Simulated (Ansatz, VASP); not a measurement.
## Cr: VASP beside Ansatz

```
Cr
1.0
     2.42630    0.00000    0.00000
    -1.21315    2.10124    0.00000
     0.00000    0.00000    4.30487
Cr
2
Cartesian
  0.0000 1.4008 1.0762
  1.2131 0.7004 3.2287
```

Change from the starting cell: volume scaled by 0.92, norm-conserving files.

Alike in both runs: task single point; functional PBE; k mesh 17 × 17 × 9; occupations fermi-dirac, width 0.1 eV; no spin polarisation.

|  | VASP | Ansatz |
| --- | --- | --- |
| version | VASP 6.6.1 | Ansatz 0.2.0 |
| potentials or method | VASP PAW PBE potentials, release 64 (Cr_pv) | norm-conserving pseudopotentials, scalar-relativistic |
| plane-wave cutoff (eV) | 520 | 1279 |
| valence electrons in the cell | 24 | 28 |

|  | VASP | Ansatz | Ansatz less VASP |
| --- | --- | --- | --- |
| pressure (GPa) | 22.7 | 23.4 | +0.68 |
| traceless stress, the component that is largest in VASP (GPa) | -0.01 | -0.51 | -0.500 |

VASP's potentials hold 24 valence electrons a cell and Ansatz's 28, so a difference there can come from the potentials and not from the codes.
